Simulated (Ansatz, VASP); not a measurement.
**Two plane-wave programs on ZrV**

```
Zr V
1.0
     1.36835    0.79002    4.35844
    -1.36835    0.79002    4.35844
     0.00000   -1.58003    4.35844
Zr V
1 1
Cartesian
  0.0000 0.0000 0.0000
  0.0000 0.0000 6.5377
```

Alike in both runs: task single point; functional PBE; k mesh 6 × 6 × 6; occupations gaussian, width 0.1 eV; collinear spin.

|  | VASP | Ansatz |
| --- | --- | --- |
| version | VASP 6.6.1 | Ansatz 0.2.0 |
| potentials or method | VASP PAW PBE potentials, release 64 (Zr_sv, V_sv), cutoff 520 eV | scalar-relativistic, plane waves, PAW |
| valence electrons in the cell | 25 | 25 |

```csv
,VASP,Ansatz,Ansatz less VASP
gap on the k mesh at the Fermi level (eV),none,none,-
net moment per atom (μB),0.00,0.00,-0.001
```

A gap of «none» marks a metal or a gap that the smearing closes. Ansatz's warnings: seeded moment not kept.

The k mesh is coarse, so the values compare programs but aren't converged.
